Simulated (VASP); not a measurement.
Pt:

```xyz
3
Lattice="4.4396 0.0000 0.0000 -2.2198 3.8448 0.0000 0.0000 0.0000 2.7525" Properties=species:S:1:pos:R:3 pbc="T T T"
Pt    0.0000    0.0000    0.0000
Pt    0.0000    2.5632    1.3763
Pt    2.2198    1.2816    1.3763
```

| Property | Result |
| --- | --- |
| Program | VASP 6.6.1 |
| Task | relaxation of cell and atoms |
| Functional | PBE |
| Potentials or basis | VASP PAW PBE potentials, release 64 (Pt) |
| Cutoff | 600 eV |
| k mesh | 9 × 9 × 12 |
| Occupations | fermi-dirac, width 0.08 eV |
| Spin | no spin polarisation |

At the start: pressure 5.9 GPa; volume 15.66 Å³/atom.

Task: Where does the relaxation end?

Result: Over 13 steps the energy falls by 23.2 meV/atom and the volume is 16.00 Å³/atom (+2.2 %); space group P6/mmm (No. 191, to 0.05 Å).

Step by step:
```
step  energy change (eV)  largest force (eV/Å)  pressure (GPa)  volume (Å³)
   1              0.0000                0.0000            5.91        46.98
   2              0.0623                0.0000          -11.77        50.96
   3             -0.0579                0.0000           -2.59        48.55
   4             -0.0583                0.0000            2.10        47.60
   5             -0.0696                0.0000           -0.35        48.06
   6             -0.0696                0.0000           -0.31        48.05
   7             -0.0696                0.0000            0.44        47.90
   8             -0.0697                0.0000            0.05        47.98
   9             -0.0697                0.0000            0.06        47.98
  10             -0.0697                0.0000           -0.13        48.02
  11             -0.0697                0.0000            0.01        47.99
  12             -0.0697                0.0000            0.01        47.98
  13             -0.0697                0.0000           -0.01        47.99
```

Final structure:
```xyz
3
Lattice="4.5305 0.0000 0.0000 -2.2652 3.9235 0.0000 0.0000 0.0000 2.7000" Properties=species:S:1:pos:R:3 pbc="T T T"
Pt    0.0000    0.0000    2.7000
Pt    0.0000    2.6157    1.3500
Pt    2.2652    1.3078    1.3500
```
